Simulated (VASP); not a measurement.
A run of VASP 6.6.1:

INCAR

```
ALGO = Fast ; EDIFF = 1E-6
ENCUT = 520 ; GGA = PE
ISIF = 2 ; ISMEAR = 0
LASPH = True ; LCHARG = False
LREAL = False ; LWAVE = False
NBANDS = 40 ; NELM = 60
PREC = Accurate ; SIGMA = 0.1
```

The input KPOINTS:

```
k-points
0
Gamma
  8 8 8
```

Contents of POSCAR:

```
YTl3Pb
1.0
    5.8450743190      0.0000000000      0.0000000000
    0.0000000000      5.8450743190      0.0000000000
    0.0000000000      0.0000000000      5.8450743190
Y Tl Pb
1 3 1
Direct
    0.0000000000      0.0000000000      0.0000000000
    0.0000000000      0.5000000000      0.5000000000
    0.5000000000      0.0000000000      0.5000000000
    0.5000000000      0.5000000000      0.0000000000
    0.5000000000      0.5000000000      0.5000000000
```

Potentials or basis: VASP PAW PBE potentials, release 64 (Y_sv, Tl_d, Pb_d).

Command:

```sh
$ cat potpaw_PBE.64/Y_sv/POTCAR potpaw_PBE.64/Tl_d/POTCAR potpaw_PBE.64/Pb_d/POTCAR > POTCAR
$ mpirun -np 1 vasp_std > vasp.out
```

Hardware: 1 thread of Oxide Virtual Turin-like Processor, on a shared host.

Question: How long does it take, and how much memory?

Answer: Wall time 19 min on 1 thread of Oxide Virtual Turin-like Processor (shared host), peak memory 0.48 GiB. Counts: scf iterations 39, k points 35.
